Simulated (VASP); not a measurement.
# LiSi16 (a cell with a defect) in VASP: further runs

The runs below take LiSi16 (a cell with a defect) through single point, with PBEsol.

All numbers are computed with VASP 6.6.1; they aren't measurements. Logs are shortened: lines on timing, memory, paths and dates and some standing lists are left out, and cuts for length are marked.

## 1. The cell of the first run

The cell holds a defect, 17 atoms: a = 7.679 Å, b = 7.679 Å, c = 7.679 Å, α = 60.00°, β = 60.00°, γ = 60.00°.

## 2. Single point, PBEsol

Contents of INCAR:

```
PREC = Accurate ; ENCUT = 520
EDIFF = 1E-7 ; ISMEAR = -1
SIGMA = 0.05 ; LREAL = Auto
LASPH = T ; NELM = 60
ALGO = Normal ; ISIF = 2
LWAVE = F ; LCHARG = F
GGA = PS ; NBANDS = 48
NELECT = 66.0
```

Contents of KPOINTS:

```
Automatic mesh
0
Gamma
  2 2 2
```

Contents of POSCAR:

```
LiSi16
1.0
    0.0000000000      5.4300000000      5.4300000000
    5.4300000000      0.0000000000      5.4300000000
    5.4300000000      5.4300000000      0.0000000000
Si Li
16 1
Direct
   -0.0182780847     -0.0105985267      0.0140055249
    0.1466114180      0.1178637201      0.1411233886
    0.0198066298     -0.0156813996      0.5020165746
    0.1055156538      0.1327163904      0.6296961326
    0.0176427256      0.4960405157     -0.0024677716
    0.1174309392      0.6207458564      0.1419981584
    0.0137016575      0.5132965009      0.5099447514
    0.2011694291      0.5863812155      0.6381123389
    0.5151473297     -0.0042265193      0.0099907919
    0.6298342541      0.1698895028      0.1094659300
    0.4837200737      0.0170902394      0.5032044199
    0.6609208103      0.0811602210      0.6301473297
    0.5076611418      0.5213996317     -0.0396132597
    0.6516298343      0.6165469613      0.1179650092
    0.5719337017      0.4638858195      0.4751012891
    0.6475138122      0.6371823204      0.5915285451
    0.4005524862      0.8693001842      0.8875322284
```

Potentials or basis: VASP PAW PBE potentials, release 64 (Si, Li_sv).

Command:

```
$ cat potpaw_PBE.64/Si/POTCAR potpaw_PBE.64/Li_sv/POTCAR > POTCAR
$ mpirun -np 1 vasp_std > vasp.out
```

OUTCAR:

```text
PREC = Accurate
   ENCUT = 520
   EDIFF = 1E-7
   ISMEAR = -1
   LREAL = Auto
   LASPH = T
   NELM = 60
   ISIF = 2
   GGA = PS
   NELECT = 66.0

 ion  position               nearest neighbor table
   1  0.982  0.989  0.014-  10 2.25   6 2.31   4 2.41  17 2.64   2 2.64
   2  0.147  0.118  0.141-   3 2.27   9 2.31   5 2.38   1 2.64  17 2.73
   3  0.020  0.984  0.502-  12 2.26   2 2.27   4 2.28   8 2.53
   4  0.106  0.133  0.630-   3 2.28  11 2.37   7 2.41   1 2.41
   5  0.018  0.496  0.998-   8 2.29  14 2.30   6 2.32   2 2.38
   6  0.117  0.621  0.142-   1 2.31   7 2.32   5 2.32  13 2.47
   7  0.014  0.513  0.510-  16 2.32   6 2.32   4 2.41   8 2.48
   8  0.201  0.586  0.638-   5 2.29  15 2.34   7 2.48   3 2.53
   9  0.515  0.996  0.010-  17 2.28   2 2.31  14 2.38  12 2.40  10 2.45
  10  0.630  0.170  0.109-  13 2.22   1 2.25   9 2.45  11 2.48
  11  0.484  0.017  0.503-  12 2.35   4 2.37  16 2.40  17 2.43  10 2.48
  12  0.661  0.081  0.630-   3 2.26  11 2.35   9 2.40  15 2.41  17 2.58
  13  0.508  0.521  0.960-  17 2.21  10 2.22  16 2.32   6 2.47  14 2.50
  14  0.652  0.617  0.118-  15 2.26   5 2.30   9 2.38  13 2.50  17 2.62
  15  0.572  0.464  0.475-  14 2.26  16 2.32   8 2.34  12 2.41
  16  0.648  0.637  0.592-  13 2.32   7 2.32  15 2.32  11 2.40
  17  0.401  0.869  0.888-  13 2.21   9 2.28  11 2.43  12 2.58  14 2.62   1 2.64   2 2.73

  LATTYP: Found a face centered cubic cell.
 ALAT       =    10.8600000000

  Lattice vectors:

 A1 = (   0.0000000000,   5.4300000000,   5.4300000000)
 A2 = (   5.4300000000,   0.0000000000,   5.4300000000)
 A3 = (   5.4300000000,   5.4300000000,   0.0000000000)

Analysis of symmetry for initial positions (statically):
=====================================================================
 Subroutine PRICEL returns:
 Original cell was already a primitive cell.

 Routine SETGRP: Setting up the symmetry group for a
 face centered cubic supercell.

 Subroutine GETGRP returns: Found  1 space group operations
 (whereof  1 operations were pure point group operations)
 out of a pool of 48 trial point group operations.

The static configuration has the point symmetry C_1 .

Analysis of symmetry for dynamics (positions and initial velocities):
=====================================================================
 Subroutine PRICEL returns:
 Original cell was already a primitive cell.

 Routine SETGRP: Setting up the symmetry group for a
 face centered cubic supercell.

 Subroutine GETGRP returns: Found  1 space group operations
 (whereof  1 operations were pure point group operations)
 out of a pool of 48 trial point group operations.

The dynamic configuration has the point symmetry C_1 .

 Subroutine INISYM returns: Found  1 space group operations
 (whereof  1 operations are pure point group operations),
 and found     1 'primitive' translations

----------------------------------------------------------------------------------------

                                     Primitive cell

  volume of cell :     320.2060

  direct lattice vectors                    reciprocal lattice vectors
     0.000000000  5.430000000  5.430000000    -0.092081031  0.092081031  0.092081031
     5.430000000  0.000000000  5.430000000     0.092081031 -0.092081031  0.092081031
     5.430000000  5.430000000  0.000000000     0.092081031  0.092081031 -0.092081031

  length of vectors
     7.679179644  7.679179644  7.679179644     0.159489025  0.159489025  0.159489025

  position of ions in fractional coordinates (direct lattice)
     0.981721915  0.989401473  0.014005525
     0.146611418  0.117863720  0.141123389
     0.019806630  0.984318600  0.502016575
     0.105515654  0.132716390  0.629696133
     0.017642726  0.496040516  0.997532228
     0.117430939  0.620745856  0.141998158
[... 9 lines left out ...]
     0.647513812  0.637182320  0.591528545
     0.400552486  0.869300184  0.887532228

  ion indices of the primitive-cell ions
   primitive index   ion index
                 1           1
                 2           2
                 3           3
                 4           4
                 5           5
                 6           6
[... 9 lines left out ...]
                16          16
                17          17

----------------------------------------------------------------------------------------

 KPOINTS: Automatic mesh

Automatic generation of k-mesh.
 Grid dimensions read from file:
 generate k-points for:    2    2    2

 Generating k-lattice:

  Cartesian coordinates                     Fractional coordinates (reciprocal lattice)
    -0.046040516  0.046040516  0.046040516     0.500000000  0.000000000  0.000000000
     0.046040516 -0.046040516  0.046040516     0.000000000  0.500000000  0.000000000
     0.046040516  0.046040516 -0.046040516     0.000000000  0.000000000  0.500000000

  Length of vectors
     0.079744512  0.079744512  0.079744512

  Shift w.r.t. Gamma in fractional coordinates (k-lattice)
     0.000000000  0.000000000  0.000000000

 Subroutine IBZKPT returns following result:
 ===========================================

 Found      8 irreducible k-points:

 Following reciprocal coordinates:
            Coordinates               Weight
  0.000000  0.000000  0.000000      1.000000
  0.500000  0.000000  0.000000      1.000000
  0.000000  0.500000  0.000000      1.000000
  0.000000  0.000000  0.500000      1.000000
  0.500000  0.500000  0.500000      1.000000
  0.500000  0.500000  0.000000      1.000000
  0.000000  0.500000  0.500000      1.000000
  0.500000  0.000000  0.500000      1.000000
   k-points           NKPTS =      8   k-points in BZ     NKDIM =      8   number of bands    NBANDS=     48
   number of dos      NEDOS =    301   number of ions     NIONS =     17
   total plane-waves  NPLWV = 216000
   dimension x,y,z NGX =    60 NGY =   60 NGZ =   60
   dimension x,y,z NGXF=   120 NGYF=  120 NGZF=  120
   ions per type =              16   1
   NGX,Y,Z   is equivalent  to a cutoff of  12.99, 12.99, 12.99 a.u.
   NGXF,Y,Z  is equivalent  to a cutoff of  25.98, 25.98, 25.98 a.u.
 SYSTEM =  unknown system
   PREC   = accura    normal or accurate (medium, high low for compatibility)
   ISTART =      0    job   : 0-new  1-cont  2-samecut
   ICHARG =      2    charge: 1-file 2-atom 10-const
   ISPIN  =      1    spin polarized calculation?
   LNONCOLLINEAR =      F non collinear calculations
   LSORBIT =      F    spin-orbit coupling
   LASPH  =      T    aspherical Exc in radial PAW
   ENCUT  =  520.0 eV  38.22 Ry    6.18 a.u.  14.28 14.28 14.28*2*pi/ulx,y,z
   NELM   =     60;   NELMIN=  2; NELMDL= -5     # of ELM steps
   EDIFF  = 0.1E-06   stopping-criterion for ELM
   LREAL  =      T    real-space projection
   EDIFFG = 0.1E-05   stopping-criterion for IOM
   NSW    =      0    number of steps for IOM
   IBRION =     -1    ionic relax: 0-MD 1-quasi-New 2-CG
   NFREE  =      0    steps in history (QN), initial steepest desc. (CG)
   ISIF   =      2    stress and relaxation
   ISYM   =      2    0-nonsym 1-usesym 2-fastsym
   POTIM  = 0.5000    time-step for ionic-motion
   TEBEG  =    0.0;   TEEND  =   0.0 temperature during run
   PSTRESS=    0.0 pullay stress
   NELECT =      66.0000    total number of electrons
   NUPDOWN=      -1.0000    fix difference up-down
   EMIN   =  10.00;   EMAX   =-10.00  energy-range for DOS
   EFERMI =   0.00;   METHOD = LEGACY
   ISMEAR =    -1;   SIGMA  =   0.05  broadening in eV -4-tet -1-fermi 0-gaus
   EFERMI_NEDOS =   21; number of points for ismear=-14 and -15
   IALGO  =     38    algorithm
   IMIX   =      4    mixing-type and parameters
     AMIX     =   0.40;   BMIX     =  1.00
     AMIX_MAG =   1.60;   BMIX_MAG =  1.00
  volume/ion in A,a.u.               =      18.84       127.11
  Fermi-wavevector in a.u.,A,eV,Ry     =   0.967044  1.827449 12.723821  0.935174
  Thomas-Fermi vector in A             =   2.096897
   LORBIT       =      0    0 simple, 1 ext, 2 COOP (PROOUT), +10 PAW based schemes
   GGA     = PS    functional components
   LHFCALC =     F    Hartree Fock is set to
   AEXX    =    0.0000 exact exchange contribution
   IVDW    =     0    specifies the selected vdW correction
   LEPSILON=     F    determine dielectric tensor
   LRPA    =     F    only Hartree local field effects (RPA)
 non-spin polarized calculation
  energy-cutoff  :      520.00
  volume of cell :      320.21
 maximum number of plane-waves:      8646
 NGX is ok and might be reduce to    60
   NGX = 29   NGY = 29   NGZ = 29

 number of electron      66.0000000 magnetization

 Free energy of the ion-electron system (eV)
  ---------------------------------------------------
  ext. energy  EPLUGINS =         0.00000000
  ---------------------------------------------------
  free energy    TOTEN  =       -97.09371977 eV

  energy without entropy =      -97.08334472  energy(sigma->0) =      -97.08853224

 E-fermi :   6.2410     XC(G=0):  -9.6139

 val. band max:        6.1394409089   @ k =   0.0000   0.0000   0.0000
 cond. band min:       6.3635002527   @ k =   0.0000   0.0000   0.0000
 fundamental gap:      0.2240593438
 Fermi energy:         6.2410358219

 k-point     1 :       0.0000    0.0000    0.0000
  band No.  band energies     occupation
      1     -39.7005      2.00000
      2      -6.0141      2.00000
      3      -3.8430      2.00000
      4      -3.7283      2.00000
      5      -3.6521      2.00000
      6      -3.5449      2.00000
[... 37 lines left out ...]
     44       8.0333      0.00000
     45       8.3099      0.00000

 k-point     2 :       0.5000    0.0000    0.0000
  band No.  band energies     occupation
      1     -39.7005      2.00000
      2      -5.3507      2.00000
      3      -5.0485      2.00000
      4      -3.5034      2.00000
      5      -3.4699      2.00000
      6      -3.4509      2.00000
[... 280 lines left out ...]
 k-point     8 :       0.5000    0.0000    0.5000
  band No.  band energies     occupation
      1     -39.7005      2.00000
      2      -5.0190      2.00000
      3      -4.9047      2.00000
      4      -4.1059      2.00000
      5      -4.0102      2.00000
      6      -3.8962      2.00000
[... 37 lines left out ...]
     44      10.0311      0.00000
     45      10.0846      0.00000
 [bands above 45 left out]

------------------------ aborting loop because EDIFF is reached ----------------------------------------

  FORCE on cell =-STRESS in cart. coord.  units (eV):
  Direction    XX          YY          ZZ          XY          YZ          ZX
  --------------------------------------------------------------------------------------
  -------------------------------------------------------------------------------------
  Total       -4.8414274     -5.4152948     -5.0424415     -0.8172330     -1.0619099     -2.0610701
  in kB      -24.2244831    -27.0958761    -25.2302738     -4.0890932     -5.3133540    -10.3127350
  external PRESSURE =     -25.5168777 kB  Pullay stress =       0.0000000 kB

 VOLUME and BASIS-vectors are now :
 -----------------------------------------------------------------------------
  energy-cutoff  :      520.00
  volume of cell :      320.21
      direct lattice vectors                 reciprocal lattice vectors
     0.000000000  5.430000000  5.430000000    -0.092081031  0.092081031  0.092081031
     5.430000000  0.000000000  5.430000000     0.092081031 -0.092081031  0.092081031
     5.430000000  5.430000000  0.000000000     0.092081031  0.092081031 -0.092081031

 POSITION                                       TOTAL-FORCE (eV/Angst)
 -----------------------------------------------------------------------------------
      5.44850      5.40680     10.70320         0.137387      0.763168      1.846219
      1.40630      1.56240      1.43610        -0.742735     -1.744275     -0.537898
      8.07080      2.83350      5.45240        -1.199724      1.600949     -0.543054
      4.13990      3.99220      1.29360         0.883472      0.648415      0.424772
      8.11010      5.51240      2.78930        -0.422024      0.793806     -0.232585
      4.14170      1.40870      4.00830        -0.505127      0.250461      0.586425
[... 9 lines left out ...]
      6.67190      6.72800      6.97590         0.399633     -0.218621      0.418550
      9.53960      6.99430      6.89530         0.624427     -0.955859     -0.214101
 -----------------------------------------------------------------------------------
    total drift:                               -0.000710      0.003158      0.005252

  FREE ENERGIE OF THE ION-ELECTRON SYSTEM (eV)
  ---------------------------------------------------
  free  energy   TOTEN  =       -97.0937197665 eV

  energy  without entropy=      -97.0833447223  energy(sigma->0) =      -97.08853224
```

Wall time 2.2 min (1 thread of Intel Xeon Platinum 8559C (Emerald Rapids), shared host); peak memory 0.46 GiB.

Results:

```
Free energy   : -97.0937 eV
Largest force : 2.528 eV/Å
```

Forces on the atoms (eV/Å):
```
Si   0.137  0.763  1.846
Si  -0.743 -1.744 -0.538
Si  -1.200  1.601 -0.543
Si   0.883  0.648  0.425
Si  -0.422  0.794 -0.233
Si  -0.505  0.250  0.586
Si  -0.203  1.123  0.088
Si   0.143 -2.104  0.162
Si   0.669  1.116  1.338
Si  -0.272  0.652 -2.427
Si  -1.246 -0.893  0.714
Si   1.080 -0.735  0.056
Si   0.713  0.525 -0.564
Si  -0.536 -1.312  0.075
Si   0.477  0.489 -1.191
Si   0.400 -0.219  0.419
Li   0.624 -0.956 -0.214
```

Caveat: the k points lie up to 0.50 Å⁻¹ apart; the cell carries a net charge on a neutralising background, which shifts energy and pressure; the cell is charged against a uniform background, so pressure and absolute levels hang on convention; the cutoff is under 1.25 times the usual one of these potentials, so pressure, stress and relaxed cells hold a basis-set (Pulay) error; the PAW data sets were made with another functional, which shifts forces and pressure a little.

## 3. Single point, PBEsol

Contents of INCAR:

```
PREC = Accurate ; ENCUT = 520
EDIFF = 1E-7 ; ISMEAR = -1
SIGMA = 0.05 ; LREAL = Auto
LASPH = True ; NELM = 60
ALGO = Normal ; ISIF = 2
LWAVE = False ; LCHARG = False
GGA = PS ; NBANDS = 48
NELECT = 66.0
```

KPOINTS is that of step 2.

Contents of POSCAR:

```
LiSi16
1.0
    0.0000000000      5.4300000000      5.4300000000
    5.4300000000      0.0000000000      5.4300000000
    5.4300000000      5.4300000000      0.0000000000
Si Li
16 1
Direct
   -0.0074217311      0.0169797422      0.0089318600
    0.1607182320      0.1260220994      0.1099079190
    0.0291804788     -0.0261786372      0.4878360958
    0.0848250460      0.1208287293      0.6407734807
    0.0417863720      0.4970534070     -0.0174033149
    0.1368139963      0.6370165746      0.1468876611
    0.0200092081      0.4888858195      0.5235082873
    0.1974953959      0.5836648250      0.6060773481
    0.5310773481     -0.0073020258     -0.0363075506
    0.6401012891      0.1554235727      0.1086648250
    0.4805985267      0.0278176796      0.4941712707
    0.6640147330      0.1062062615      0.6058011050
    0.5155801105      0.5109208103     -0.0171454880
    0.6657642726      0.6102946593      0.1148066298
    0.5633149171      0.4747882136      0.4906629834
    0.6387200737      0.6518324125      0.5950000000
    0.3848618785      0.8896869245      0.8272191529
```

Potentials or basis: VASP PAW PBE potentials, release 64 (Si, Li_sv).

Command:

```
$ cat potpaw_PBE.64/Si/POTCAR potpaw_PBE.64/Li_sv/POTCAR > POTCAR
$ mpirun -np 1 vasp_std > vasp.out
```

Run time: 2.1 min. Hardware: 1 thread of Intel Xeon Platinum 8559C (Emerald Rapids), shared host; peak memory 0.47 GiB.

It converged, with:

- Free energy: -97.0260 eV
- Largest force: 2.988 eV/Å

Forces on the atoms (eV/Å):
```
Si  -0.519  1.194  0.225
Si   0.178 -0.285 -0.314
Si  -1.501  0.213 -0.248
Si   0.101  0.850  1.394
Si   0.722  0.392  0.548
Si  -1.055 -0.676 -0.551
Si  -0.430 -1.338 -0.407
Si   1.761 -0.063  0.163
Si   1.686  2.447  0.321
Si  -0.376 -0.700 -2.628
Si  -1.507 -1.896  1.472
Si  -0.274 -0.744 -0.004
Si   0.600 -0.174  0.489
Si  -0.253 -0.551  0.297
Si  -0.574 -0.821  0.008
Si   0.402  1.349  0.286
Li   1.039  0.802 -1.051
```

Levels at points of the mesh, in eV from the Fermi level:
```
           k point  band 31  band 32  band 33  band 34  band 35  band 36
(0.00, 0.00, 0.00)    -0.41    -0.24    -0.09     0.09     0.24     0.38
(0.50, 0.00, 0.00)    -0.92    -0.86    -0.75     0.60     0.81     1.03
(0.00, 0.50, 0.00)    -0.88    -0.81    -0.76     0.65     0.84     1.03
(0.00, 0.00, 0.50)    -1.15    -1.03    -0.41     0.57     0.89     0.95
(0.50, 0.50, 0.50)    -1.05    -0.90    -0.72     0.71     0.82     0.94
(0.50, 0.50, 0.00)    -1.62    -1.43    -1.19     0.65     0.88     1.72
(0.00, 0.50, 0.50)    -1.52    -1.41    -1.22     0.61     0.73     1.69
(0.50, 0.00, 0.50)    -1.48    -1.35    -1.28     0.65     0.79     1.76
```

Caveat: the k points lie up to 0.50 Å⁻¹ apart; the cell carries a net charge on a neutralising background, which shifts energy and pressure; the cell is charged against a uniform background, so pressure and absolute levels hang on convention; the cutoff is under 1.25 times the usual one of these potentials, so pressure, stress and relaxed cells hold a basis-set (Pulay) error; the PAW data sets were made with another functional, which shifts forces and pressure a little.

(Part 1 of 2 ends here.)
